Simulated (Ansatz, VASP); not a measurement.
TiO2 in VASP and in Ansatz

```
Ti O
1.0
    -1.90865    1.90865    4.75950
     1.90865   -1.90865    4.75950
     1.90865    1.90865   -4.75950
Ti O
2 4
Direct
  0.00000 0.00000 0.00000
  0.75000 0.25000 0.50000
  0.20523 0.20523 0.00000
  0.95523 0.45523 0.50000
  0.54477 0.04477 0.50000
  0.79477 0.79477 0.00000
```

Alike in both runs: task single point; functional PBE; k mesh 8 × 8 × 8; occupations gaussian, width 0.05 eV; no spin polarisation; Hubbard terms Ti d U = 4.0 eV.

|  | VASP | Ansatz |
| --- | --- | --- |
| version | VASP 6.6.1 | Ansatz 0.2.0 |
| potentials or method | VASP PAW PBE potentials, release 64 (Ti_sv, O), cutoff 520 eV | scalar-relativistic, plane waves, PAW |
| valence electrons in the cell | 48 | 48 |

Ansatz gave:

- gap on the k mesh at the Fermi level (eV): 2.75
- least direct gap on the mesh (eV): 2.99
- pressure (GPa): 6.3
- traceless stress, the component that is largest in VASP (GPa): 5.15
- rms of the force components (eV/Å): 0.248

Task: Estimate VASP's values.

Result: gap on the k mesh at the Fermi level (eV): 2.77; least direct gap on the mesh (eV): 3.02; pressure (GPa): 10.9; traceless stress, the component that is largest in VASP (GPa): 5.05; rms of the force components (eV/Å): 0.342.

The programs project onto different local orbitals, so the same U acts differently, and such runs can settle in different states. Atom by atom the forces differ by 0.094 eV/Å (rms over components).
